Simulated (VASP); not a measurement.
Input of a VASP 6.6.1 run:

Contents of INCAR:

```
ALGO = Normal
EDIFF = 1E-6
ENCUT = 520
GGA = PS
ISIF = 2
ISMEAR = -1
LASPH = T
LCHARG = F
LREAL = F
LWAVE = F
NBANDS = 18
NELM = 80
PREC = Accurate
SIGMA = 0.05
```

KPOINTS

```
k-points
0
Gamma
  9 9 5
```

POSCAR

```
Sc
1.0
    3.2414504337      0.0000000000      0.0000000000
   -1.6207252169      2.8071784207      0.0000000000
    0.0000000000      0.0000000000      5.1656514271
Sc
2
Direct
    0.6666666667      0.3333333333      0.7500000000
    0.3333333333      0.6666666667      0.2500000000
```

Potentials or basis: VASP PAW PBE potentials, release 64 (Sc_sv).

Command:

```bash
$ cat potpaw_PBE.64/Sc_sv/POTCAR > POTCAR
$ mpirun -np 1 vasp_std > vasp.out
```

Q: What does it give for the pressure?

A: 0.5 GPa.

Q: What does it give for the band gap on the k mesh?

A: Zero (bands 11 and 12 overlap by 1.24 eV).

Stress tensor (GPa, compression positive):
```
 1.10  0.00  0.00
 0.00  1.10  0.00
 0.00  0.00 -0.78
```

Caveat: the PAW data sets were made with another functional, which shifts forces and pressure a little.
